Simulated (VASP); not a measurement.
# Hf (P6/mmm) in VASP: a series of runs, part 2 of 2

VASP 6.6.1. Earlier steps stand in the parts before.

**3. Relaxation of cell and atoms, PBEsol**

This run uses another cell than the first one, of 21.94 Å³/atom, 1.026 times its volume.

Input file INCAR:

```
SYSTEM = Hf
PREC = Accurate ; ENCUT = 600
EDIFF = 1E-6 ; ISMEAR = -1
SIGMA = 0.1 ; LREAL = .FALSE.
LASPH = .TRUE. ; NELM = 80
ALGO = Normal ; ISIF = 3
LWAVE = .FALSE. ; LCHARG = .FALSE.
GGA = PS ; IBRION = 2
NSW = 60 ; EDIFFG = -0.01
```

Input file KPOINTS:

```
Automatic mesh
0
G
  5 5 7
  0 0 0
```

Input file POSCAR:

```
Hf
1.0
    4.9623295400      0.0000000000      0.0000000000
   -2.4811647700      4.2975034500      0.0000000000
    0.0000000000      0.0000000000      3.0862322500
Hf
3
Direct
    0.6666666667      0.3333333333      0.5000000000
    0.3333333333      0.6666666667      0.5000000000
    0.0000000000      0.0000000000      0.0000000000
```

Potentials or basis: VASP PAW PBE potentials, release 64 (Hf_pv).

Command:

```console
$ cat potpaw_PBE.64/Hf_pv/POTCAR > POTCAR
$ mpirun -np 1 vasp_std > vasp.out
```

OUTCAR:

```text
SYSTEM = Hf
   PREC = Accurate
   ENCUT = 600
   EDIFF = 1E-6
   ISMEAR = -1
   LREAL = .FALSE.
   LASPH = .TRUE.
   NELM = 80
   ISIF = 3
   GGA = PS
   IBRION = 2
   NSW = 60
   EDIFFG = -0.01

 ion  position               nearest neighbor table
   1  0.667  0.333  0.500-   2 2.87   2 2.87   2 2.87   3 3.25   3 3.25   3 3.25   3 3.25   3 3.25
                             3 3.25
   2  0.333  0.667  0.500-   1 2.87   1 2.87   1 2.87   3 3.25   3 3.25   3 3.25   3 3.25   3 3.25
                             3 3.25
   3  0.000  0.000  0.000-   1 3.25   2 3.25   1 3.25   2 3.25   1 3.25   1 3.25   2 3.25   2 3.25
                             1 3.25   1 3.25   2 3.25   2 3.25

  LATTYP: Found a hexagonal cell.
 ALAT       =     4.9623295400
 C/A-ratio  =     0.6219321440

  Lattice vectors:

 A1 = (   4.9623295400,   0.0000000000,   0.0000000000)
 A2 = (  -2.4811647700,   4.2975034500,   0.0000000000)
 A3 = (   0.0000000000,   0.0000000000,   3.0862322500)

Analysis of symmetry for initial positions (statically):
=====================================================================
 Subroutine PRICEL returns:
 Original cell was already a primitive cell.

 Routine SETGRP: Setting up the symmetry group for a
 hexagonal supercell.

 Subroutine GETGRP returns: Found 24 space group operations
 (whereof 24 operations were pure point group operations)
 out of a pool of 24 trial point group operations.

The static configuration has the point symmetry D_6h.

Analysis of symmetry for dynamics (positions and initial velocities):
=====================================================================
 Subroutine PRICEL returns:
 Original cell was already a primitive cell.

 Routine SETGRP: Setting up the symmetry group for a
 hexagonal supercell.

 Subroutine GETGRP returns: Found 24 space group operations
 (whereof 24 operations were pure point group operations)
 out of a pool of 24 trial point group operations.

The dynamic configuration has the point symmetry D_6h.

[... 103 lines left out ...]
   POTIM  = 0.5000    time-step for ionic-motion
   TEBEG  =    0.0;   TEEND  =   0.0 temperature during run
   PSTRESS=    0.0 pullay stress
   NELECT =      30.0000    total number of electrons
   NUPDOWN=      -1.0000    fix difference up-down
   EMIN   =  10.00;   EMAX   =-10.00  energy-range for DOS
   EFERMI =   0.00;   METHOD = LEGACY
   ISMEAR =    -1;   SIGMA  =   0.10  broadening in eV -4-tet -1-fermi 0-gaus
   EFERMI_NEDOS =   21; number of points for ismear=-14 and -15
   IALGO  =     38    algorithm
   IMIX   =      4    mixing-type and parameters
     AMIX     =   0.40;   BMIX     =  1.00
     AMIX_MAG =   1.60;   BMIX_MAG =  1.00
  volume/ion in A,a.u.               =      21.94       148.05
  Fermi-wavevector in a.u.,A,eV,Ry     =   1.259907  2.380879 21.597416  1.587365
  Thomas-Fermi vector in A             =   2.393443
   LORBIT       =      0    0 simple, 1 ext, 2 COOP (PROOUT), +10 PAW based schemes
   GGA     = PS    functional components
   LHFCALC =     F    Hartree Fock is set to
   AEXX    =    0.0000 exact exchange contribution
   IVDW    =     0    specifies the selected vdW correction
   LEPSILON=     F    determine dielectric tensor
   LRPA    =     F    only Hartree local field effects (RPA)
 conjugate gradient relaxation of ions
 non-spin polarized calculation
  energy-cutoff  :      600.00
  volume of cell :       65.82
 maximum number of plane-waves:      2206
 NGX is ok and might be reduce to    40
   NGX = 19   NGY = 19   NGZ = 13

--------------------------------------- Ionic step        1  -------------------------------------------

 number of electron      30.0000002 magnetization

 Free energy of the ion-electron system (eV)
  ---------------------------------------------------
  ext. energy  EPLUGINS =         0.00000000
  ---------------------------------------------------
  free energy    TOTEN  =       -31.42537000 eV

  energy without entropy =      -31.33692529  energy(sigma->0) =      -31.38114764

------------------------ aborting loop because EDIFF is reached ----------------------------------------

  FORCE on cell =-STRESS in cart. coord.  units (eV):
  Direction    XX          YY          ZZ          XY          YZ          ZX
  --------------------------------------------------------------------------------------
  -------------------------------------------------------------------------------------
  Total       -1.4236388     -1.4236388     -1.0733937      0.0000000      0.0000000     -0.0000000
  in kB      -34.6561206    -34.6561207    -26.1299864      0.0000000      0.0000000     -0.0000000
  external PRESSURE =     -31.8140759 kB  Pullay stress =       0.0000000 kB
[... 172 lines left out ...]
--------------------------------------- Ionic step        6  -------------------------------------------

 number of electron      30.0000001 magnetization

 Free energy of the ion-electron system (eV)
  ---------------------------------------------------
  ext. energy  EPLUGINS =         0.00000000
  ---------------------------------------------------
  free energy    TOTEN  =       -31.44526265 eV

  energy without entropy =      -31.36292303  energy(sigma->0) =      -31.40409284

 E-fermi :   4.8946     XC(G=0): -11.6158

 val. band max:        4.7649905792   @ k =   0.4000   0.2000   0.4286
 cond. band min:       4.9370607854   @ k =   0.4000  -0.0000   0.1429
 fundamental gap:      0.1720702062
 Fermi energy:         4.8946358300

 k-point     1 :       0.0000    0.0000    0.0000
  band No.  band energies     occupation
      1     -25.6792      2.00000
      2     -25.6792      2.00000
      3     -25.6594      2.00000
      4     -25.6594      2.00000
      5     -25.2410      2.00000
      6     -24.9753      2.00000
[... 459 lines left out ...]
  FREE ENERGIE OF THE ION-ELECTRON SYSTEM (eV)
  ---------------------------------------------------
  free  energy   TOTEN  =       -31.4452626484 eV

  energy  without entropy=      -31.3629230288  energy(sigma->0) =      -31.40409284

 reached required accuracy - stopping structural energy minimisation
```

OSZICAR:

```text
N       E                     dE             d eps       ncg     rms          rms(c)
DAV:   1     0.103203152400E+03    0.10320E+03   -0.18366E+04   768   0.168E+03
DAV:   2    -0.249191373832E+02   -0.12812E+03   -0.12402E+03   833   0.346E+02
DAV:   3    -0.323966948016E+02   -0.74776E+01   -0.69407E+01  1061   0.447E+01
DAV:   4    -0.326370341764E+02   -0.24034E+00   -0.23330E+00   951   0.651E+00
[... 46 lines left out ...]
DAV:   1    -0.314452961948E+02   -0.41640E-04   -0.17735E-03   766   0.315E-01    0.585E-02
DAV:   2    -0.314452706662E+02    0.25529E-04   -0.46702E-05   933   0.468E-02    0.194E-02
DAV:   3    -0.314452641776E+02    0.64886E-05   -0.97511E-06   837   0.207E-02    0.147E-02
DAV:   4    -0.314452628229E+02    0.13548E-05   -0.28920E-06   645   0.115E-02    0.118E-02
DAV:   5    -0.314452626484E+02    0.17443E-06   -0.73460E-07   422   0.706E-03
   6 F= -.31445263E+02 E0= -.31404093E+02  d E =-.175423E-03
```

CONTCAR:

```text
Hf
   1.00000000000000
     4.9049455182442205   -0.0000000000000000   -0.0000000000000000
    -2.4524727591221103    4.2478074291660413    0.0000000000000000
     0.0000000000000000    0.0000000000000000    3.0664956348475321
  Hf
     3
Direct
     0.6666666667000030    0.3333333332999970    0.5000000000000000
     0.3333333332999970    0.6666666667000030    0.5000000000000000
     1.0000000000000000    0.0000000000000000    1.0000000000000000

  0.00000000E+00  0.00000000E+00  0.00000000E+00
  0.00000000E+00  0.00000000E+00  0.00000000E+00
  0.00000000E+00  0.00000000E+00  0.00000000E+00
```

It took 87 s on 1 thread of Intel Xeon 6975P-C, shared host; peak memory 0.22 GiB.

Results:

```
Free energy                            : -31.4453 eV
Relaxed volume                         : 21.30 Å³/atom
Relaxed cell                           : a = 4.905 Å, b = 4.905 Å, c = 3.066 Å, α = 90.00°, β = 90.00°, γ = 120.00°
Space group after relaxing (to 0.05 Å) : P6/mmm (No. 191)
Energy gained by relaxing              : 6.6 meV/atom
Ionic steps                            : 6
Pressure after relaxing                : 0.0 GPa
Band gap on the k mesh                 : zero (band 15 reaches 5.10 eV, above the bottom of band 16 at 4.33 eV)
```

Step by step:
```
step  energy change (eV)  largest force (eV/Å)  pressure (GPa)  volume (Å³)
   1              0.0000                0.0000           -3.18        65.82
   2              0.0079                0.0000            4.24        61.75
   3             -0.0197                0.0000            0.01        63.92
   4             -0.0197                0.0000            0.07        63.88
   5             -0.0199                0.0000            0.04        63.89
   6             -0.0199                0.0000            0.05        63.89
```

Final structure:
```xyz
3
Lattice="4.9049 0.0000 0.0000 -2.4525 4.2478 0.0000 0.0000 0.0000 3.0665" Properties=species:S:1:pos:R:3 pbc="T T T"
Hf    2.4525    1.4159    1.5332
Hf    0.0000    2.8319    1.5332
Hf    4.9049    0.0000    3.0665
```

Levels at points of the mesh, in eV from the Fermi level:
| k point | band 11 | band 12 | band 13 | band 14 | band 15 | band 16 | band 17 | band 18 | band 19 |
| --- | --- | --- | --- | --- | --- | --- | --- | --- | --- |
| (0.00, 0.00, 0.00) | -2.61 | -0.60 | -0.60 | -0.59 | -0.56 | -0.56 | 1.17 | 2.21 | 2.21 |

Caveat: the PAW data sets were made with another functional, which shifts forces and pressure a little; spin-orbit coupling is left out, which moves the levels of the heavy elements.
